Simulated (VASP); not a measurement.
# Ba6Ti6CO19 in VASP: single point with PBE

Aim: the single point of Ba6Ti6CO19 with PBE.

Everything below comes from runs of VASP 6.6.1. Logs are shortened: lines on timing, memory, paths and dates and some standing lists are left out, and cuts for length are marked.

**1. The cell of the first run**

The cell holds a slab with vacuum, 32 atoms: a = 5.655 Å, b = 8.044 Å, c = 20.069 Å, α = 90.00°, β = 90.00°, γ = 90.00°.

**2. Single point, PBE**

Contents of INCAR:

```
SYSTEM = Ba6Ti6CO19
PREC = Accurate
ENCUT = 520
EDIFF = 1E-7
ISMEAR = -1
SIGMA = 0.02
LREAL = Auto
LASPH = .True.
NELM = 80
ALGO = Normal
ISIF = 2
LWAVE = .False.
LCHARG = .False.
GGA = PE
NBANDS = 147
```

Contents of KPOINTS:

```
Automatic mesh
0
Gamma
  2 2 1
  0 0 0
```

Contents of POSCAR:

```
Ba6Ti6CO19
1.0
    5.6551570000      0.0000000000      0.0000000000
    0.0000000000      8.0444000000      0.0000000000
    0.0000000000      0.0000000000     20.0689460000
Ba Ti O C
6 6 19 1
Direct
    0.0000000000      0.0000000000      0.0498282272
    0.4939739074     -0.0011685147      0.2260905979
    0.0141640630     -0.0150539506      0.4318014509
    0.0000000000      0.5000000000      0.0498282272
    0.4880854767      0.4925413953      0.2205447162
    0.0627568784      0.4819253145      0.4842207458
    0.5000038018      0.2489557953      0.0498282272
   -0.0110872253      0.2501118791      0.2154223744
    0.5286325384      0.2182636368      0.4010674004
    0.5000038018      0.7489557953      0.0498282272
   -0.0137573546      0.7427900154      0.2217605249
    0.5360770709      0.7170951221      0.3866819912
    0.5000038018      0.0076450699      0.0498282272
    0.2500019009      0.2434985829      0.1202753747
    0.7500057028      0.2434985829      0.1202753747
   -0.0016798826     -0.0100939784      0.1818032696
    0.7658673314      0.2295634230      0.2695358291
    0.2225579237      0.2342499130      0.2608557520
    0.5320276696     -0.0141464870      0.3798056958
    0.2797092990      0.2202401671      0.4471585105
    0.7738600361      0.2440704092      0.4483145253
    0.5000038018      0.5076450699      0.0498282272
    0.2500019009      0.7434985829      0.1202753747
    0.7500057028      0.7434985829      0.1202753747
   -0.0119360081      0.5132017304      0.1757142602
    0.7466105716      0.7282705982      0.2775531909
    0.2225402407      0.7248520710      0.2723062786
    0.4746817816      0.4876808712      0.3645981209
    0.2855623637      0.7320620556      0.4397490531
    0.7859905569      0.7149818507      0.4470488884
    0.4856275431      0.8141937248      0.8637822833
    0.5258739943      0.9179553478      0.8260573326
```

Potentials or basis: VASP PAW PBE potentials, release 64 (Ba_sv, Ti_sv, O, C).

Started as:

```sh
$ cat potpaw_PBE.64/Ba_sv/POTCAR potpaw_PBE.64/Ti_sv/POTCAR potpaw_PBE.64/O/POTCAR potpaw_PBE.64/C/POTCAR > POTCAR
$ mpirun -np 1 vasp_std > vasp.out
```

OUTCAR:

```text
SYSTEM = Ba6Ti6CO19
   PREC = Accurate
   ENCUT = 520
   EDIFF = 1E-7
   ISMEAR = -1
   LREAL = Auto
   LASPH = .True.
   NELM = 80
   ISIF = 2
   GGA = PE

 ion  position               nearest neighbor table
   1  0.000  0.000  0.050-  16 2.65  15 2.80  14 2.80  13 2.83  13 2.83  24 2.87  23 2.87   7 3.46
                             7 3.46  10 3.47  10 3.47   4 4.02   4 4.02   2 4.51   2 4.55
   2  0.494  0.999  0.226-  18 2.54  17 2.56  26 2.80  27 2.84  16 2.94  16 2.99  19 3.09  14 3.21
                            15 3.24  23 3.26  24 3.29   8 3.46  11 3.46   8 3.51  11 3.53   5 3.97
   3  0.014  0.985  0.432-  20 2.44  21 2.51  30 2.54  29 2.55  19 2.92  19 3.11   9 3.38   9 3.52
                            12 3.57  12 3.76   6 4.14   6 4.19
   4  0.000  0.500  0.050-  25 2.53  24 2.80  23 2.80  22 2.83  22 2.83  15 2.87  14 2.87  10 3.46
                            10 3.46   7 3.47   7 3.47   1 4.02   1 4.02   5 4.40   5 4.49
   5  0.488  0.493  0.221-  27 2.61  26 2.65  18 2.69  17 2.81  28 2.89  25 2.97  25 2.97  14 3.14
                            23 3.15  15 3.20  24 3.21   8 3.43   8 3.44  11 3.46  11 3.48  12 3.80
   6  0.063  0.482  0.484-  29 2.54  20 2.55  30 2.55  21 2.62  28 3.35   9 3.77  12 3.82   3 4.14
                             3 4.19
   7  0.500  0.249  0.050-  13 1.94  14 2.00  15 2.00  22 2.08   1 3.46   1 3.46   4 3.47   4 3.47

   8  0.989  0.250  0.215-  18 1.61  17 1.67  16 2.20  25 2.26  15 2.34  14 2.41   5 3.43   5 3.44
                             2 3.46   2 3.51
   9  0.529  0.218  0.401-  20 1.68  21 1.69  19 1.92  28 2.31   3 3.38   3 3.52   6 3.77
  10  0.500  0.749  0.050-  22 1.94  23 2.00  24 2.00  13 2.08   4 3.46   4 3.46   1 3.47   1 3.47

  11  0.986  0.743  0.222-  27 1.68  26 1.76  25 2.07  16 2.14  24 2.44   5 3.46   2 3.46   5 3.48
                             2 3.53
  12  0.536  0.717  0.387-  29 1.78  30 1.86  28 1.93  19 2.17   3 3.57   3 3.76   5 3.80   6 3.82
[... 4 lines left out ...]
  16  0.998  0.990  0.182-  11 2.14   8 2.20   1 2.65   2 2.94   2 2.99
  17  0.766  0.230  0.270-   8 1.67   2 2.56   5 2.81
  18  0.223  0.234  0.261-   8 1.61   2 2.54   5 2.69
  19  0.532  0.986  0.380-   9 1.92  12 2.17   3 2.92   2 3.09   3 3.11
  20  0.280  0.220  0.447-   9 1.68   3 2.44   6 2.55
  21  0.774  0.244  0.448-   9 1.69   3 2.51   6 2.62
  22  0.500  0.508  0.050-  10 1.94   7 2.08   4 2.83   4 2.83
  23  0.250  0.743  0.120-  10 2.00   4 2.80   1 2.87   5 3.15   2 3.26
  24  0.750  0.743  0.120-  10 2.00  11 2.44   4 2.80   1 2.87   5 3.21   2 3.29
  25  0.988  0.513  0.176-  11 2.07   8 2.26   4 2.53   5 2.97   5 2.97
  26  0.747  0.728  0.278-  11 1.76   5 2.65   2 2.80
  27  0.223  0.725  0.272-  11 1.68   5 2.61   2 2.84
  28  0.475  0.488  0.365-  12 1.93   9 2.31   5 2.89   6 3.35
  29  0.286  0.732  0.440-  12 1.78   6 2.54   3 2.55
  30  0.786  0.715  0.447-  12 1.86   3 2.54   6 2.55
  31  0.486  0.814  0.864-  32 1.15
  32  0.526  0.918  0.826-  31 1.15

  LATTYP: Found a simple orthorhombic cell.
 ALAT       =     5.6551570000
 B/A-ratio  =     1.4224892430
 C/A-ratio  =     3.5487867092

  Lattice vectors:

 A1 = (   5.6551570000,   0.0000000000,   0.0000000000)
[... 183 lines left out ...]
   ISMEAR =    -1;   SIGMA  =   0.02  broadening in eV -4-tet -1-fermi 0-gaus
   EFERMI_NEDOS =   21; number of points for ismear=-14 and -15
   IALGO  =     38    algorithm
   IMIX   =      4    mixing-type and parameters
     AMIX     =   0.40;   BMIX     =  1.00
     AMIX_MAG =   1.60;   BMIX_MAG =  1.00
  volume/ion in A,a.u.               =      28.53       192.53
  Fermi-wavevector in a.u.,A,eV,Ry     =   1.063083  2.008936 15.376565  1.130146
  Thomas-Fermi vector in A             =   2.198556
   LORBIT       =      0    0 simple, 1 ext, 2 COOP (PROOUT), +10 PAW based schemes
   GGA     = PE    functional components
   LHFCALC =     F    Hartree Fock is set to
   AEXX    =    0.0000 exact exchange contribution
   IVDW    =     0    specifies the selected vdW correction
   LEPSILON=     F    determine dielectric tensor
   LRPA    =     F    only Hartree local field effects (RPA)
 non-spin polarized calculation
  energy-cutoff  :      520.00
  volume of cell :      912.98
 maximum number of plane-waves:     24610
   NGX = 21   NGY = 29   NGZ = 75

 number of electron     249.9999952 magnetization

 Free energy of the ion-electron system (eV)
  ---------------------------------------------------
  ext. energy  EPLUGINS =         0.00000000
  ---------------------------------------------------
  free energy    TOTEN  =      -237.62567650 eV

  energy without entropy =     -237.60356337  energy(sigma->0) =     -237.61461994

 E-fermi :   0.2144     XC(G=0):  -6.3324

 val. band max:        0.1960980806   @ k =   0.5000   0.0000   0.0000
 cond. band min:       0.2167770974   @ k =   0.0000   0.0000   0.0000
 fundamental gap:      0.0206790168
 Fermi energy:         0.2143950876

 k-point     1 :       0.0000    0.0000    0.0000
  band No.  band energies     occupation
      1     -58.0204      2.00000
      2     -57.9061      2.00000
      3     -55.6365      2.00000
      4     -55.3324      2.00000
      5     -55.3286      2.00000
      6     -55.1308      2.00000
[... 549 lines left out ...]
    136       1.8025      0.00000
    137       1.8171      0.00000
 [bands above 137 left out]

------------------------ aborting loop because EDIFF is reached ----------------------------------------

  FORCE on cell =-STRESS in cart. coord.  units (eV):
  Direction    XX          YY          ZZ          XY          YZ          ZX
  --------------------------------------------------------------------------------------
  -------------------------------------------------------------------------------------
  Total       27.0539778     -7.1207116    -27.2232189     -0.3270923      4.3940177      2.0070545
  in kB       47.4765141    -12.4960021    -47.7735121     -0.5740082      7.7109786      3.5221420
  external PRESSURE =      -4.2643334 kB  Pullay stress =       0.0000000 kB

 VOLUME and BASIS-vectors are now :
 -----------------------------------------------------------------------------
  energy-cutoff  :      520.00
  volume of cell :      912.98
      direct lattice vectors                 reciprocal lattice vectors
     5.655157000  0.000000000  0.000000000     0.176829750  0.000000000  0.000000000
     0.000000000  8.044400000  0.000000000     0.000000000  0.124310079  0.000000000
     0.000000000  0.000000000 20.068946000     0.000000000  0.000000000  0.049828227

 POSITION                                       TOTAL-FORCE (eV/Angst)
 -----------------------------------------------------------------------------------
      0.00000      0.00000      1.00000        -0.008374     -0.079292      3.009931
      2.79350      8.03500      4.53740        -0.060623     -0.861726     -0.197085
      0.08010      7.92330      8.66580        -0.115527     -1.098072     -0.981630
      0.00000      4.02220      1.00000        -0.030284      0.016956      2.645596
      2.76020      3.96220      4.42610         0.044597     -0.065324      0.185012
      0.35490      3.87680      9.71780        -0.134402      0.277658     -0.787372
[... 24 lines left out ...]
      2.74630      6.54970     17.33520         0.038341      0.143404     -0.141538
      2.97390      7.38440     16.57810        -0.036219     -0.135259      0.139187
 -----------------------------------------------------------------------------------
    total drift:                                0.012855      0.040445     -0.000152

  FREE ENERGIE OF THE ION-ELECTRON SYSTEM (eV)
  ---------------------------------------------------
  free  energy   TOTEN  =      -237.6256765037 eV

  energy  without entropy=     -237.6035633734  energy(sigma->0) =     -237.61461994
```

OSZICAR:

```text
N       E                     dE             d eps       ncg     rms          rms(c)
DAV:   1     0.305598127796E+04    0.30560E+04   -0.11990E+05  1256   0.158E+03
DAV:   2     0.170319344165E+03   -0.28857E+04   -0.28096E+04  1497   0.438E+02
DAV:   3    -0.278868484400E+03   -0.44919E+03   -0.44701E+03  1474   0.182E+02
[... 31 lines left out ...]
DAV:  35    -0.237625676073E+03   -0.74121E-06   -0.45916E-07  1056   0.162E-03    0.107E-03
DAV:  36    -0.237625676252E+03   -0.17848E-06   -0.72665E-08   832   0.897E-04    0.892E-04
DAV:  37    -0.237625676385E+03   -0.13329E-06   -0.42073E-08   784   0.592E-04    0.743E-04
DAV:  38    -0.237625676486E+03   -0.10032E-06   -0.23983E-08   808   0.406E-04    0.529E-04
DAV:  39    -0.237625676504E+03   -0.18157E-07   -0.75401E-09   736   0.328E-04
   1 F= -.23762568E+03 E0= -.23761462E+03  d E =-.221131E-01
```

stdout:

```text
POSCAR found type information on POSCAR BaTiO C
 POSCAR found :  4 types and      32 ions
 scaLAPACK will be used
 LDA part: xc-table for (Slater+PW92), standard interpolation
 POSCAR, INCAR and KPOINTS ok, starting setup
 FFT: planning ... GRIDC
 FFT: planning ... GRID_SOFT
 FFT: planning ... GRID
 WAVECAR not read
 entering main loop
```

Wall time 28 min (1 thread of Intel Xeon Platinum 8259CL at 2.50GHz (Skylake/Cascade Lake), shared host); peak memory 0.98 GiB.

Results:

| Property | Result |
| --- | --- |
| Free energy | -237.6257 eV |
| Largest force | 8.771 eV/Å |
| Band gap on the k mesh | 0.02 eV (least direct gap 0.08 eV) |

Forces on the atoms (eV/Å):
```
Ba  -0.008 -0.079  3.010
Ba  -0.061 -0.862 -0.197
Ba  -0.116 -1.098 -0.982
Ba  -0.030  0.017  2.646
Ba   0.045 -0.065  0.185
Ba  -0.134  0.278 -0.787
Ti  -0.036 -0.158  8.325
Ti  -1.929 -0.069 -5.792
Ti   0.104  0.488 -4.174
Ti  -0.004 -0.084  8.771
Ti  -0.781  0.102 -2.603
Ti   0.662 -0.505  0.597
O   -0.005 -0.507 -2.690
O    1.868  0.442 -4.100
O   -1.900  0.362 -3.953
O   -0.216 -0.234  0.813
O   -2.530  0.329  2.087
O    4.404  0.124  3.328
O    0.257  0.118 -0.670
O   -1.383  0.960  2.277
O    1.333  0.846  1.893
O   -0.001 -0.672 -2.648
O    2.284  0.501 -4.208
O   -2.369  0.612 -4.205
O    0.024 -0.757  1.425
O   -0.898  0.482  0.626
O    1.753  0.604  1.026
O    0.700 -0.286  0.374
O    0.364 -0.281  0.380
O   -1.399 -0.614 -0.750
O    0.038  0.143 -0.142
C   -0.036 -0.135  0.139
```

Caveat: the k points lie up to 0.56 Å⁻¹ apart; spin-orbit coupling is left out, which moves the levels of the heavy elements.
